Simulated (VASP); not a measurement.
# AsSe2 (Fm-3m) in VASP: notebook

AsSe2 is run at these levels: PBE; tasks: single point, relaxation of cell and atoms.

Everything below comes from runs of VASP 6.6.1. Logs are shortened: lines on timing, memory, paths and dates and some standing lists are left out, and cuts for length are marked.

## 1. The cell of the first run

It takes space group Fm-3m (No. 225, cubic). The conventional cell has a = 6.590 Å, b = 6.590 Å, c = 6.590 Å, α = 90.00°, β = 90.00°, γ = 90.00°. As (site symmetry m-3m) has 8 Se at 2.85 Å within 3.8 Å. Within 3.8 Å of Se (site symmetry -43m) lie 4 As at 2.85 Å and 6 Se at 3.29 Å.

The cell was generated, and may not be a known phase.

## 2. Single point, PBE

Contents of INCAR:

```
PREC = Accurate
ENCUT = 520
EDIFF = 1E-6
ISMEAR = 0
SIGMA = 0.1
LREAL = False
LASPH = True
NELM = 80
ALGO = Normal
ISIF = 2
LWAVE = False
LCHARG = False
GGA = PE
NBANDS = 16
```

Contents of KPOINTS:

```
regular mesh
0
Gamma
  4 4 4
```

Contents of POSCAR:

```
AsSe2
1.0
    0.0000000000      3.2948179817      3.2948179817
    3.2948179817      0.0000000000      3.2948179817
    3.2948179817      3.2948179817      0.0000000000
As Se
1 2
Direct
    0.0000000000      0.0000000000      0.0000000000
    0.2500000000      0.2500000000      0.2500000000
    0.7500000000      0.7500000000      0.7500000000
```

Potentials or basis: VASP PAW PBE potentials, release 64 (As, Se).

Started as:

```sh
$ cat potpaw_PBE.64/As/POTCAR potpaw_PBE.64/Se/POTCAR > POTCAR
$ mpirun -np 1 vasp_std > vasp.out
```

OUTCAR:

```text
PREC = Accurate
   ENCUT = 520
   EDIFF = 1E-6
   ISMEAR = 0
   LREAL = False
   LASPH = True
   NELM = 80
   ISIF = 2
   GGA = PE

 ion  position               nearest neighbor table
   1  0.000  0.000  0.000-   2 2.85   3 2.85   3 2.85   3 2.85   3 2.85   2 2.85   2 2.85   2 2.85

   2  0.250  0.250  0.250-   1 2.85   1 2.85   1 2.85   1 2.85
   3  0.750  0.750  0.750-   1 2.85   1 2.85   1 2.85   1 2.85

  LATTYP: Found a face centered cubic cell.
 ALAT       =     6.5896359634

  Lattice vectors:

 A1 = (   0.0000000000,   3.2948179817,   3.2948179817)
 A2 = (   3.2948179817,   0.0000000000,   3.2948179817)
 A3 = (   3.2948179817,   3.2948179817,   0.0000000000)

Analysis of symmetry for initial positions (statically):
=====================================================================
 Subroutine PRICEL returns:
 Original cell was already a primitive cell.

 Routine SETGRP: Setting up the symmetry group for a
 face centered cubic supercell.

 Subroutine GETGRP returns: Found 48 space group operations
 (whereof 48 operations were pure point group operations)
 out of a pool of 48 trial point group operations.

The static configuration has the point symmetry O_h .

Analysis of symmetry for dynamics (positions and initial velocities):
=====================================================================
 Subroutine PRICEL returns:
 Original cell was already a primitive cell.

 Routine SETGRP: Setting up the symmetry group for a
 face centered cubic supercell.

 Subroutine GETGRP returns: Found 48 space group operations
 (whereof 48 operations were pure point group operations)
 out of a pool of 48 trial point group operations.

The dynamic configuration has the point symmetry O_h .

 Subroutine INISYM returns: Found 48 space group operations
 (whereof 48 operations are pure point group operations),
 and found     1 'primitive' translations

----------------------------------------------------------------------------------------

                                     Primitive cell

  volume of cell :      71.5359

  direct lattice vectors                    reciprocal lattice vectors
     0.000000000  3.294817982  3.294817982    -0.151753451  0.151753451  0.151753451
     3.294817982  0.000000000  3.294817982     0.151753451 -0.151753451  0.151753451
     3.294817982  3.294817982  0.000000000     0.151753451  0.151753451 -0.151753451

  length of vectors
     4.659576275  4.659576275  4.659576275     0.262844688  0.262844688  0.262844688

  position of ions in fractional coordinates (direct lattice)
     0.000000000  0.000000000  0.000000000
     0.250000000  0.250000000  0.250000000
     0.750000000  0.750000000  0.750000000

  ion indices of the primitive-cell ions
   primitive index   ion index
                 1           1
                 2           2
                 3           3

----------------------------------------------------------------------------------------

 KPOINTS: regular mesh

Automatic generation of k-mesh.
 Grid dimensions read from file:
 generate k-points for:    4    4    4

 Generating k-lattice:

  Cartesian coordinates                     Fractional coordinates (reciprocal lattice)
    -0.037938363  0.037938363  0.037938363     0.250000000  0.000000000  0.000000000
     0.037938363 -0.037938363  0.037938363     0.000000000  0.250000000  0.000000000
     0.037938363  0.037938363 -0.037938363     0.000000000  0.000000000  0.250000000

  Length of vectors
     0.065711172  0.065711172  0.065711172

  Shift w.r.t. Gamma in fractional coordinates (k-lattice)
     0.000000000  0.000000000  0.000000000

 Subroutine IBZKPT returns following result:
 ===========================================

 Found      8 irreducible k-points:

 Following reciprocal coordinates:
            Coordinates               Weight
  0.000000  0.000000  0.000000      1.000000
  0.250000  0.000000  0.000000      8.000000
  0.500000  0.000000  0.000000      4.000000
  0.250000  0.250000  0.000000      6.000000
  0.500000  0.250000  0.000000     24.000000
 -0.250000  0.250000  0.000000     12.000000
  0.500000  0.500000  0.000000      3.000000
 -0.250000  0.500000  0.250000      6.000000
   k-points           NKPTS =      8   k-points in BZ     NKDIM =      8   number of bands    NBANDS=     16
   number of dos      NEDOS =    301   number of ions     NIONS =      3
   total plane-waves  NPLWV =  46656
   dimension x,y,z NGX =    36 NGY =   36 NGZ =   36
   dimension x,y,z NGXF=    72 NGYF=   72 NGZF=   72
   ions per type =               1   2
   NGX,Y,Z   is equivalent  to a cutoff of  12.84, 12.84, 12.84 a.u.
   NGXF,Y,Z  is equivalent  to a cutoff of  25.69, 25.69, 25.69 a.u.
 SYSTEM =  unknown system
   PREC   = accura    normal or accurate (medium, high low for compatibility)
   ISTART =      0    job   : 0-new  1-cont  2-samecut
   ICHARG =      2    charge: 1-file 2-atom 10-const
   ISPIN  =      1    spin polarized calculation?
   LNONCOLLINEAR =      F non collinear calculations
   LSORBIT =      F    spin-orbit coupling
   LASPH  =      T    aspherical Exc in radial PAW
   ENCUT  =  520.0 eV  38.22 Ry    6.18 a.u.   8.66  8.66  8.66*2*pi/ulx,y,z
   NELM   =     80;   NELMIN=  2; NELMDL= -5     # of ELM steps
   EDIFF  = 0.1E-05   stopping-criterion for ELM
   LREAL  =      F    real-space projection
   EDIFFG = 0.1E-04   stopping-criterion for IOM
   NSW    =      0    number of steps for IOM
   IBRION =     -1    ionic relax: 0-MD 1-quasi-New 2-CG
   NFREE  =      0    steps in history (QN), initial steepest desc. (CG)
   ISIF   =      2    stress and relaxation
   ISYM   =      2    0-nonsym 1-usesym 2-fastsym
   POTIM  = 0.5000    time-step for ionic-motion
   TEBEG  =    0.0;   TEEND  =   0.0 temperature during run
   PSTRESS=    0.0 pullay stress
   NELECT =      17.0000    total number of electrons
   NUPDOWN=      -1.0000    fix difference up-down
   EMIN   =  10.00;   EMAX   =-10.00  energy-range for DOS
   EFERMI =   0.00;   METHOD = LEGACY
   ISMEAR =     0;   SIGMA  =   0.10  broadening in eV -4-tet -1-fermi 0-gaus
   EFERMI_NEDOS =   21; number of points for ismear=-14 and -15
   IALGO  =     38    algorithm
   IMIX   =      4    mixing-type and parameters
     AMIX     =   0.40;   BMIX     =  1.00
     AMIX_MAG =   1.60;   BMIX_MAG =  1.00
  volume/ion in A,a.u.               =      23.85       160.92
  Fermi-wavevector in a.u.,A,eV,Ry     =   1.014027  1.916234 13.990213  1.028252
  Thomas-Fermi vector in A             =   2.147231
   LORBIT       =      0    0 simple, 1 ext, 2 COOP (PROOUT), +10 PAW based schemes
   GGA     = PE    functional components
   LHFCALC =     F    Hartree Fock is set to
   AEXX    =    0.0000 exact exchange contribution
   IVDW    =     0    specifies the selected vdW correction
   LEPSILON=     F    determine dielectric tensor
   LRPA    =     F    only Hartree local field effects (RPA)
 non-spin polarized calculation
 Gauss-broadening in eV      SIGMA  =   0.10
  energy-cutoff  :      520.00
  volume of cell :       71.54
 maximum number of plane-waves:      1964
 NGX is ok and might be reduce to    36
   NGX = 17   NGY = 17   NGZ = 17

 number of electron      16.9999999 magnetization

 Free energy of the ion-electron system (eV)
  ---------------------------------------------------
  ext. energy  EPLUGINS =         0.00000000
  ---------------------------------------------------
  free energy    TOTEN  =       -10.66356529 eV

  energy without entropy =      -10.65016975  energy(sigma->0) =      -10.65686752

 E-fermi :   3.8718     XC(G=0):  -9.5524

 val. band max:        3.8185051903   @ k =   0.5000   0.0000   0.0000
 cond. band min:       3.9421592246   @ k =   0.2500   0.2500   0.0000
 fundamental gap:      0.1236540343
 Fermi energy:         3.8718070632

 k-point     1 :       0.0000    0.0000    0.0000
  band No.  band energies     occupation
      1     -11.0879      2.00000
      2      -7.3341      2.00000
      3      -4.2772      2.00000
      4       0.7498      2.00000
      5       0.7498      2.00000
      6       0.7498      2.00000
      7       1.2990      2.00000
      8       1.2990      2.00000
      9       1.2990      2.00000
     10       5.2343      0.00000
     11       5.2343      0.00000
     12       5.2343      0.00000
     13       9.6082      0.00000
     14       9.6082      0.00000
     15      10.5248      0.00000
     16      15.6806      0.00000

 k-point     2 :       0.2500    0.0000    0.0000
  band No.  band energies     occupation
      1     -10.6085      2.00000
      2      -7.8326      2.00000
      3      -5.2011      2.00000
      4       0.1510      2.00000
      5       0.1510      2.00000
      6       0.2328      2.00000
      7       1.6968      2.00000
      8       1.6968      2.00000
      9       3.4894      2.00000
     10       5.4502      0.00000
     11       5.4983      0.00000
     12       5.4983      0.00000
     13      11.1565      0.00000
     14      11.1565      0.00000
     15      11.4791      0.00000
     16      13.9366      0.00000

 k-point     3 :       0.5000    0.0000    0.0000
  band No.  band energies     occupation
      1      -9.5546      2.00000
      2      -8.9744      2.00000
      3      -5.9046      2.00000
      4      -0.1293      2.00000
      5      -0.1293      2.00000
      6       0.5958      2.00000
      7       1.6248      2.00000
      8       1.6248      2.00000
      9       3.8185      1.54903
     10       6.3890      0.00000
     11       6.3890      0.00000
     12       6.9823      0.00000
     13      10.9547      0.00000
     14      11.3926      0.00000
     15      11.3926      0.00000
     16      14.7566      0.00000

 k-point     4 :       0.2500    0.2500    0.0000
  band No.  band energies     occupation
      1     -10.4562      2.00000
      2      -7.8102      2.00000
      3      -5.6296      2.00000
      4      -0.8240      2.00000
      5      -0.8240      2.00000
      6       1.5350      2.00000
      7       2.5343      2.00000
      8       3.0709      2.00000
      9       3.0709      2.00000
     10       3.9422      0.31977
     11       6.3451      0.00000
     12       6.3451      0.00000
     13      10.3846      0.00000
     14      11.4183      0.00000
     15      12.0113      0.00000
     16      13.6689      0.00000

 k-point     5 :       0.5000    0.2500    0.0000
  band No.  band energies     occupation
      1      -9.5018      2.00000
      2      -8.5517      2.00000
      3      -6.6803      2.00000
      4      -1.0176      2.00000
      5      -0.9588      2.00000
      6       1.3040      2.00000
      7       2.6547      2.00000
      8       3.0844      2.00000
      9       3.7239      1.96358
     10       6.2426      0.00000
     11       6.4726      0.00000
     12       6.6304      0.00000
     13      10.4545      0.00000
     14      12.0047      0.00000
     15      13.2222      0.00000
     16      13.4404      0.00000

 k-point     6 :      -0.2500    0.2500    0.0000
  band No.  band energies     occupation
      1      -9.8682      2.00000
      2      -8.3723      2.00000
      3      -6.2759      2.00000
      4      -0.6364      2.00000
      5      -0.2777      2.00000
      6       0.4840      2.00000
      7       2.0884      2.00000
      8       2.9445      2.00000
      9       3.9567      0.22994
     10       5.5360      0.00000
     11       5.7612      0.00000
     12       7.1594      0.00000
     13       9.8786      0.00000
     14      12.1789      0.00000
     15      12.8863      0.00000
     16      14.4699      0.00000

 k-point     7 :       0.5000    0.5000    0.0000
  band No.  band energies     occupation
      1      -9.2852      2.00000
      2      -8.2000      2.00000
      3      -7.3981      2.00000
      4      -1.5115      2.00000
      5      -1.5115      2.00000
      6       1.0658      2.00000
      7       4.2420      0.00000
      8       4.2420      0.00000
      9       4.4175      0.00000
     10       5.0235      0.00000
     11       6.9883      0.00000
     12       6.9883      0.00000
     13       9.8596      0.00000
     14      12.0423      0.00000
     15      12.7075      0.00000
     16      13.9115      0.00000

 k-point     8 :      -0.2500    0.5000    0.2500
  band No.  band energies     occupation
      1      -8.8141      2.00000
      2      -8.8141      2.00000
      3      -7.3832      2.00000
      4      -1.8403      2.00000
      5       0.4769      2.00000
      6       0.4769      2.00000
      7       1.9990      2.00000
      8       4.4746      0.00000
      9       4.7341      0.00000
     10       5.5562      0.00000
     11       6.5373      0.00000
     12       6.5373      0.00000
     13      11.0594      0.00000
     14      12.5563      0.00000
     15      12.7313      0.00000
     16      12.7313      0.00000

------------------------ aborting loop because EDIFF is reached ----------------------------------------

  FORCE on cell =-STRESS in cart. coord.  units (eV):
  Direction    XX          YY          ZZ          XY          YZ          ZX
  --------------------------------------------------------------------------------------
  -------------------------------------------------------------------------------------
  Total       -0.0142685     -0.0142685     -0.0142685      0.0000000      0.0000000     -0.0000000
  in kB       -0.3195680     -0.3195680     -0.3195680      0.0000000      0.0000000     -0.0000000
  external PRESSURE =      -0.3195680 kB  Pullay stress =       0.0000000 kB

 VOLUME and BASIS-vectors are now :
 -----------------------------------------------------------------------------
  energy-cutoff  :      520.00
  volume of cell :       71.54
      direct lattice vectors                 reciprocal lattice vectors
     0.000000000  3.294817982  3.294817982    -0.151753451  0.151753451  0.151753451
     3.294817982  0.000000000  3.294817982     0.151753451 -0.151753451  0.151753451
     3.294817982  3.294817982  0.000000000     0.151753451  0.151753451 -0.151753451

 POSITION                                       TOTAL-FORCE (eV/Angst)
 -----------------------------------------------------------------------------------
      0.00000      0.00000      0.00000        -0.000000     -0.000000     -0.000000
      1.64741      1.64741      1.64741        -0.000000     -0.000000      0.000000
      4.94223      4.94223      4.94223         0.000000      0.000000     -0.000000
 -----------------------------------------------------------------------------------
    total drift:                                0.000000      0.000000      0.000000

  FREE ENERGIE OF THE ION-ELECTRON SYSTEM (eV)
  ---------------------------------------------------
  free  energy   TOTEN  =       -10.6635652889 eV

  energy  without entropy=      -10.6501697477  energy(sigma->0) =      -10.65686752
```

Wall time 31 s (1 thread of Intel Xeon 8259CL, shared host); peak memory 0.2 GiB.

Results:

| Quantity | Value |
| --- | --- |
| Free energy | -10.6636 eV |
| Pressure | 0.0 GPa |
| Band gap on the k mesh | zero (an odd number of electrons rules out a gap without spin polarisation) |

Caveat: the k points lie up to 0.41 Å⁻¹ apart, too coarse for converged energies and pressures of a metal.

## 3. Single point, PBE

This run uses another cell than the first one, of 29.21 Å³/atom.

Contents of INCAR:

```
PREC     = Accurate       # precision mode
ENCUT    = 520            # plane-wave cutoff, eV
EDIFF    = 1E-6           # SCF threshold, eV
ISMEAR   = 0              # smearing method
SIGMA    = 0.1            # smearing width, eV
LREAL    = False          # projectors in reciprocal space
LASPH    = True           # aspherical terms in the spheres
NELM     = 60             # most SCF steps
ALGO     = Normal         # electronic algorithm
ISIF     = 2              # what is computed and relaxed
LWAVE    = False          # write WAVECAR
LCHARG   = False          # write CHGCAR
GGA      = PE             # functional
NBANDS   = 16             # bands
```

KPOINTS is that of step 2.

Contents of POSCAR:

```
AsSe2
1.0
    0.0000000000      3.5252894500      3.5252894500
    3.5252894500      0.0000000000      3.5252894500
    3.5252894500      3.5252894500      0.0000000000
As Se
1 2
Direct
    0.0000000000      0.0000000000      0.0000000000
    0.2500000000      0.2500000000      0.2500000000
    0.7500000000      0.7500000000      0.7500000000
```

Potentials or basis: VASP PAW PBE potentials, release 64 (As, Se).

Started as:

```sh
$ cat potpaw_PBE.64/As/POTCAR potpaw_PBE.64/Se/POTCAR > POTCAR
$ mpirun -np 1 vasp_std > vasp.out
```

Run time: 40 s. Hardware: 1 thread of Intel Xeon 8259CL, shared host; peak memory 0.23 GiB.

It converged, with:

| Item | Value |
| --- | --- |
| Free energy | -10.1821 eV |
| Pressure | -8.0 GPa |
| Band gap on the k mesh | zero (an odd number of electrons rules out a gap without spin polarisation) |

Levels at points of the mesh, in eV from the Fermi level:
```
           k point  band 5  band 6  band 7  band 8  band 9  band 10  band 11  band 12  band 13  band 14
(0.00, 0.00, 0.00)   -2.33   -2.33   -1.99   -1.99   -1.99     1.29     1.29     1.29     6.21     6.21
(0.50, 0.00, 0.00)   -3.09   -2.74   -1.60   -1.60   -0.35     2.05     2.05     2.30     7.15     7.67
(0.50, 0.50, 0.00)   -4.18   -2.28    0.11    0.27    0.27     0.80     2.46     2.46     5.95     8.32
```

Caveat: the k points lie up to 0.39 Å⁻¹ apart, too coarse for converged energies and pressures of a metal.

(Continued in part 2 of 2.)

The gap in the log of VASP goes by the Fermi energy; the results here count the filled bands.